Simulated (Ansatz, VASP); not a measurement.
# SrO: VASP beside Ansatz

Contents of INCAR:

```
PREC = Accurate ; ENCUT = 520
EDIFF = 1E-6 ; ISMEAR = 0
SIGMA = 0.05 ; LREAL = False
LASPH = True ; NELM = 80
ALGO = Normal ; ISIF = 2
LWAVE = False ; LCHARG = False
GGA = PE ; NBANDS = 15
```

The input KPOINTS:

```
Automatic mesh
0
Gamma
  8 8 8
```

POSCAR

```
SrO
1.0
    0.0000000000      2.5698000000      2.5698000000
    2.5698000000      0.0000000000      2.5698000000
    2.5698000000      2.5698000000      0.0000000000
Sr O
1 1
Direct
   -0.0072962876     -0.0072962876      0.0072962876
    0.5000000000      0.5000000000      0.5000000000
```

Input for Ansatz:

```yaml
crystal:
  lattice:
    - [0.0, 2.5698, 2.5698]
    - [2.5698, 0.0, 2.5698]
    - [2.5698, 2.5698, 0.0]
  atoms:
    - { symbol: Sr, position: [-0.0072962876, -0.0072962876, 0.0072962876] }
    - { symbol: O, position: [0.5, 0.5, 0.5] }
basis:
  ecutwfc: 420
kpoints:
  mp_grid: { grid: [8, 8, 8] }
hamiltonian:
  xc: pbe
scf:
  occupations: { method: gaussian, width: 0.05 }
output:
  forces: true
  stress: true
  eigenvalues: true
```

Change from the starting cell: all Sr atoms moved +0.037 Å, as atom 1 towards its neighbour atom 2 (O) at 2.570 Å.

Alike in both runs: task single point; functional PBE; k mesh 8 × 8 × 8; occupations gaussian, width 0.05 eV; no spin polarisation.

|  | VASP | Ansatz |
| --- | --- | --- |
| version | VASP 6.6.1 | Ansatz 0.2.0 |
| potentials or method | VASP PAW PBE potentials, release 64 (Sr_sv, O), cutoff 520 eV | scalar-relativistic, plane waves, PAW |
| valence electrons in the cell | 16 | 16 |

```tsv
	VASP	Ansatz	Ansatz less VASP
gap on the k mesh at the Fermi level (eV)	3.27	3.32	+0.049
least direct gap on the mesh (eV)	3.35	3.39	+0.038
pressure (GPa)	3.5	3.0	-0.59
traceless stress, the component that is largest in VASP (GPa)	0.11	0.10	-0.007
rms of the force components (eV/Å)	0.051	0.047	-0.0032
```

Atom by atom the forces differ by 0.003 eV/Å (rms over components). The functional is the same, so the differences come from potentials, cutoffs and numerics.
